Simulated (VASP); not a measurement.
# GaAs (zincblende type) (F-43m) in VASP: notebook

Runs on GaAs (zincblende type). Level: PBEsol. Tasks: single point, relaxation of cell and atoms.

All numbers are computed with VASP 6.6.1; they aren't measurements. Logs are shortened: lines on timing, memory, paths and dates and some standing lists are left out, and cuts for length are marked.

## (1) The cell of the first run

The structure is cubic, space group F-43m (No. 216). The conventional cell has a = 5.254 Å, b = 5.254 Å, c = 5.254 Å, α = 90.00°, β = 90.00°, γ = 90.00°. Within 3.0 Å of Ga (site symmetry -43m) lie 4 As at 2.27 Å. As (site symmetry -43m) has 4 Ga at 2.27 Å within 3.0 Å.

## (2) Single point, PBEsol (volume scaled by 0.8)

Contents of INCAR:

```
PREC = Accurate
ENCUT = 520
EDIFF = 1E-6
ISMEAR = -1
SIGMA = 0.08
LREAL = F
LASPH = T
NELM = 80
ALGO = Normal
ISIF = 2
LWAVE = F
LCHARG = F
GGA = PS
NBANDS = 16
```

Contents of KPOINTS:

```
Automatic mesh
0
Gamma
  11 11 11
```

Contents of POSCAR:

```
GaAs
1.0
    0.0000000000      2.6269058056      2.6269058056
    2.6269058056      0.0000000000      2.6269058056
    2.6269058056      2.6269058056      0.0000000000
Ga As
1 1
Direct
    0.0000000000      0.0000000000      0.0000000000
    0.2500000000      0.2500000000      0.2500000000
```

Potentials or basis: VASP PAW PBE potentials, release 64 (Ga_d, As).

The run is started by

```bash
cat potpaw_PBE.64/Ga_d/POTCAR potpaw_PBE.64/As/POTCAR > POTCAR
mpirun -np 1 vasp_std > vasp.out
```

OUTCAR:

```text
PREC = Accurate
   ENCUT = 520
   EDIFF = 1E-6
   ISMEAR = -1
   LREAL = F
   LASPH = T
   NELM = 80
   ISIF = 2
   GGA = PS

 ion  position               nearest neighbor table
   1  0.000  0.000  0.000-   2 2.27   2 2.27   2 2.27   2 2.27
   2  0.250  0.250  0.250-   1 2.27   1 2.27   1 2.27   1 2.27

  LATTYP: Found a face centered cubic cell.
 ALAT       =     5.2538116112

  Lattice vectors:

 A1 = (   0.0000000000,   2.6269058056,   2.6269058056)
 A2 = (   2.6269058056,   0.0000000000,   2.6269058056)
 A3 = (   2.6269058056,   2.6269058056,   0.0000000000)

Analysis of symmetry for initial positions (statically):
=====================================================================
 Subroutine PRICEL returns:
 Original cell was already a primitive cell.

 Routine SETGRP: Setting up the symmetry group for a
 face centered cubic supercell.

 Subroutine GETGRP returns: Found 24 space group operations
 (whereof 24 operations were pure point group operations)
 out of a pool of 48 trial point group operations.

The static configuration has the point symmetry T_d .

Analysis of symmetry for dynamics (positions and initial velocities):
=====================================================================
 Subroutine PRICEL returns:
 Original cell was already a primitive cell.

 Routine SETGRP: Setting up the symmetry group for a
 face centered cubic supercell.

 Subroutine GETGRP returns: Found 24 space group operations
 (whereof 24 operations were pure point group operations)
 out of a pool of 48 trial point group operations.

The dynamic configuration has the point symmetry T_d .

 Subroutine INISYM returns: Found 24 space group operations
 (whereof 24 operations are pure point group operations),
 and found     1 'primitive' translations

----------------------------------------------------------------------------------------

                                     Primitive cell

  volume of cell :      36.2546

  direct lattice vectors                    reciprocal lattice vectors
     0.000000000  2.626905806  2.626905806    -0.190338001  0.190338001  0.190338001
     2.626905806  0.000000000  2.626905806     0.190338001 -0.190338001  0.190338001
     2.626905806  2.626905806  0.000000000     0.190338001  0.190338001 -0.190338001

  length of vectors
[... 79 lines left out ...]
   LASPH  =      T    aspherical Exc in radial PAW
   ENCUT  =  520.0 eV  38.22 Ry    6.18 a.u.   6.91  6.91  6.91*2*pi/ulx,y,z
   NELM   =     80;   NELMIN=  2; NELMDL= -5     # of ELM steps
   EDIFF  = 0.1E-05   stopping-criterion for ELM
   LREAL  =      F    real-space projection
   EDIFFG = 0.1E-04   stopping-criterion for IOM
   NSW    =      0    number of steps for IOM
   IBRION =     -1    ionic relax: 0-MD 1-quasi-New 2-CG
   NFREE  =      0    steps in history (QN), initial steepest desc. (CG)
   ISIF   =      2    stress and relaxation
   ISYM   =      2    0-nonsym 1-usesym 2-fastsym
   POTIM  = 0.5000    time-step for ionic-motion
   TEBEG  =    0.0;   TEEND  =   0.0 temperature during run
   PSTRESS=    0.0 pullay stress
   NELECT =      18.0000    total number of electrons
   NUPDOWN=      -1.0000    fix difference up-down
   EMIN   =  10.00;   EMAX   =-10.00  energy-range for DOS
   EFERMI =   0.00;   METHOD = LEGACY
   ISMEAR =    -1;   SIGMA  =   0.08  broadening in eV -4-tet -1-fermi 0-gaus
   EFERMI_NEDOS =   21; number of points for ismear=-14 and -15
   IALGO  =     38    algorithm
   IMIX   =      4    mixing-type and parameters
     AMIX     =   0.40;   BMIX     =  1.00
     AMIX_MAG =   1.60;   BMIX_MAG =  1.00
  volume/ion in A,a.u.               =      18.13       122.33
  Fermi-wavevector in a.u.,A,eV,Ry     =   1.296317  2.449684 22.863739  1.680437
  Thomas-Fermi vector in A             =   2.427781
   LORBIT       =      0    0 simple, 1 ext, 2 COOP (PROOUT), +10 PAW based schemes
   GGA     = PS    functional components
   LHFCALC =     F    Hartree Fock is set to
   AEXX    =    0.0000 exact exchange contribution
   IVDW    =     0    specifies the selected vdW correction
   LEPSILON=     F    determine dielectric tensor
   LRPA    =     F    only Hartree local field effects (RPA)
 non-spin polarized calculation
  energy-cutoff  :      520.00
  volume of cell :       36.25
 maximum number of plane-waves:       986
   NGX = 13   NGY = 13   NGZ = 13

 number of electron      18.0000005 magnetization

 Free energy of the ion-electron system (eV)
  ---------------------------------------------------
  ext. energy  EPLUGINS =         0.00000000
  ---------------------------------------------------
  free energy    TOTEN  =        -8.48608837 eV

  energy without entropy =       -8.48602955  energy(sigma->0) =       -8.48605896

 E-fermi :   6.5576     XC(G=0): -10.7951

 val. band max:        6.1483181336   @ k =   0.0000   0.0000   0.0000
 cond. band min:       6.9937467018   @ k =   0.4545   0.4545   0.0000
 fundamental gap:      0.8454285681
 Fermi energy:         6.5575949807

 k-point     1 :       0.0000    0.0000    0.0000
  band No.  band energies     occupation
      1      -9.2234      2.00000
      2      -9.2234      2.00000
      3      -9.2234      2.00000
      4      -9.0709      2.00000
      5      -9.0709      2.00000
      6      -8.4442      2.00000
[... 433 lines left out ...]
      3      -9.1882      2.00000
      4      -9.0787      2.00000
      5      -9.0687      2.00000
      6      -7.1086      2.00000
[... 8 lines left out ...]
     15      17.3298      0.00000
     16      18.3088      0.00000

 [... further k-points ...]

------------------------ aborting loop because EDIFF is reached ----------------------------------------

  FORCE on cell =-STRESS in cart. coord.  units (eV):
  Direction    XX          YY          ZZ          XY          YZ          ZX
  --------------------------------------------------------------------------------------
  -------------------------------------------------------------------------------------
  Total        5.9019479      5.9019479      5.9019479      0.0000000      0.0000000     -0.0000000
  in kB      260.8209421    260.8209421    260.8209421      0.0000000      0.0000000     -0.0000000
  external PRESSURE =     260.8209421 kB  Pullay stress =       0.0000000 kB

 VOLUME and BASIS-vectors are now :
 -----------------------------------------------------------------------------
  energy-cutoff  :      520.00
  volume of cell :       36.25
      direct lattice vectors                 reciprocal lattice vectors
     0.000000000  2.626905806  2.626905806    -0.190338001  0.190338001  0.190338001
     2.626905806  0.000000000  2.626905806     0.190338001 -0.190338001  0.190338001
     2.626905806  2.626905806  0.000000000     0.190338001  0.190338001 -0.190338001

 POSITION                                       TOTAL-FORCE (eV/Angst)
 -----------------------------------------------------------------------------------
      0.00000      0.00000      0.00000        -0.000000      0.000000     -0.000000
      1.31345      1.31345      1.31345         0.000000     -0.000000      0.000000
 -----------------------------------------------------------------------------------
    total drift:                                0.000001      0.000001      0.000001

  FREE ENERGIE OF THE ION-ELECTRON SYSTEM (eV)
  ---------------------------------------------------
  free  energy   TOTEN  =        -8.4860883706 eV

  energy  without entropy=       -8.4860295546  energy(sigma->0) =       -8.48605896
```

OSZICAR:

```text
N       E                     dE             d eps       ncg     rms          rms(c)
DAV:   1     0.803270292674E+02    0.80327E+02   -0.88950E+03  1912   0.167E+03
DAV:   2    -0.300002731342E+01   -0.83327E+02   -0.79500E+02  2088   0.313E+02
DAV:   3    -0.869791854184E+01   -0.56979E+01   -0.56807E+01  2152   0.636E+01
DAV:   4    -0.877071234988E+01   -0.72794E-01   -0.72784E-01  2240   0.777E+00
DAV:   5    -0.877166035567E+01   -0.94801E-03   -0.94800E-03  2248   0.800E-01    0.382E+00
DAV:   6    -0.854410744569E+01    0.22755E+00   -0.24107E-01  2760   0.120E+01    0.231E+00
DAV:   7    -0.848765486071E+01    0.56453E-01   -0.96229E-02  2536   0.305E+00    0.570E-01
DAV:   8    -0.848598156586E+01    0.16733E-02   -0.12409E-02  2200   0.135E+00    0.226E-01
DAV:   9    -0.848606343775E+01   -0.81872E-04   -0.83065E-04  2264   0.263E-01    0.411E-02
DAV:  10    -0.848607494390E+01   -0.11506E-04   -0.84176E-05  2432   0.136E-01    0.182E-02
DAV:  11    -0.848608851657E+01   -0.13573E-04   -0.17661E-05  2072   0.480E-02    0.575E-03
DAV:  12    -0.848608837064E+01    0.14593E-06   -0.98335E-07  1688   0.164E-02
   1 F= -.84860884E+01 E0= -.84860590E+01  d E =-.588161E-04
```

stdout:

```text
POSCAR found type information on POSCAR GaAs
 POSCAR found :  2 types and       2 ions
 scaLAPACK will be used
 -----------------------------------------------------------------------------
|                                                                             |
|                                                                             |
|     You enforced a specific xc type in the INCAR file but a different       |
|     I HOPE YOU KNOW WHAT YOU ARE DOING!                                     |
|                                                                             |
 -----------------------------------------------------------------------------

 LDA part: xc-table for (Slater+PW92), standard interpolation
 POSCAR, INCAR and KPOINTS ok, starting setup
 FFT: planning ... GRIDC
 FFT: planning ... GRID_SOFT
 FFT: planning ... GRID
 WAVECAR not read
 entering main loop
```

Run time: 48 s. Hardware: 1 thread of AMD EPYC 7R43 (Zen 3), shared host; peak memory 0.14 GiB.

Results:

```yaml
Free_energy: -8.4861 eV
Pressure: 26.1 GPa
Band_gap_on_the_k_mesh: 0.85 eV, indirect (least direct gap 2.21 eV)
```

Caveat: the PAW data sets were made with another functional, which shifts forces and pressure a little. A k mesh can miss the band edges.

(Continued in part 2 of 2.)
